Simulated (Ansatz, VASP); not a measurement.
**LiF in VASP and in Ansatz**

```
Li F
1.0
     3.00100    0.00000    0.00000
    -1.50050    2.59894    0.00000
     0.00000    0.00000    5.20553
Li F
2 2
Direct
  0.33333 0.66667 0.38398
  0.66667 0.33333 0.88398
  0.33333 0.66667 0.99102
  0.66667 0.33333 0.49102
```

Alike in both runs: task single point; functional LDA; k mesh 9 × 9 × 6; occupations gaussian, width 0.05 eV; no spin polarisation.

```csv
,VASP,Ansatz
version,VASP 6.6.1,Ansatz 0.2.0
potentials or method,"VASP PAW LDA potentials, release 64 (Li_sv, F), cutoff 520 eV","scalar-relativistic, plane waves, PAW"
valence electrons in the cell,20,20
```

|  | VASP | Ansatz | Ansatz less VASP |
| --- | --- | --- | --- |
| gap on the k mesh at the Fermi level (eV) | 7.43 | 7.44 | +0.015 |
| least direct gap on the mesh (eV) | 7.43 | 7.44 | +0.015 |
| rms of the force components (eV/Å) | 0.137 | 0.133 | -0.0038 |

LDA's correlation is that of Perdew and Zunger in VASP and of Perdew and Wang (1992) in Ansatz. Atom by atom the forces differ by 0.004 eV/Å (rms over components).

Noted on VASP's run: the cutoff is short for stress, so the pressure is rough.
